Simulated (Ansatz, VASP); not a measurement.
## Ti in VASP and in Ansatz

```
CELL_PARAMETERS angstrom
-1.66562 1.66562 1.64100
1.66562 -1.66562 1.64100
1.66562 1.66562 -1.64100
ATOMIC_POSITIONS crystal
Ti 0.00000 0.00000 0.00000
```

Change from the starting cell: strain +0.0150 x Voigt [1, 1, 0, 0, 0, 0], atoms carried along.

Alike in both runs: task single point; functional LDA; k mesh 20 × 20 × 20; occupations gaussian, width 0.15 eV; no spin polarisation.

|  | VASP | Ansatz |
| --- | --- | --- |
| version | VASP 6.6.1 | Ansatz 0.2.0 |
| potentials or method | VASP PAW LDA potentials, release 64 (Ti_sv), cutoff 520 eV | scalar-relativistic, plane waves, PAW |
| valence electrons in the cell | 12 | 12 |

```csv
,VASP,Ansatz,Ansatz less VASP
gap on the k mesh at the Fermi level (eV),none,none,-
pressure (GPa),-13.1,-13.1,0.00
"traceless stress, the component that is largest in VASP (GPa)",-0.26,-0.26,-0.003
```

LDA's correlation is that of Perdew and Zunger in VASP and of Perdew and Wang (1992) in Ansatz. A gap of «none» marks a metal or a gap that the smearing closes.
